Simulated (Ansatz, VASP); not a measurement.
**Nb: VASP beside Ansatz**

```xyz
1
Lattice="2.6084 0.0000 0.0000 0.0000 2.6084 0.0000 0.0000 0.0000 2.6084" Properties=species:S:1:pos:R:3 pbc="T T T"
Nb    0.0000    0.0000    0.0000
```

Change from the starting cell: volume scaled by 0.88, LAPW.

Alike in both runs: task single point; functional PBE; k mesh 16 × 16 × 16; occupations fermi-dirac, width 0.1 eV; no spin polarisation.

|  | VASP | Ansatz |
| --- | --- | --- |
| version | VASP 6.6.1 | Ansatz 0.2.0 |
| potentials or method | VASP PAW PBE potentials, release 64 (Nb_sv), cutoff 520 eV | all-electron LAPW, scalar-relativistic |

|  | VASP | Ansatz | Ansatz less VASP |
| --- | --- | --- | --- |
| pressure (GPa) | 20.9 | 21.0 | +0.12 |

Ansatz ran all-electron here, and VASP with PAW potentials.
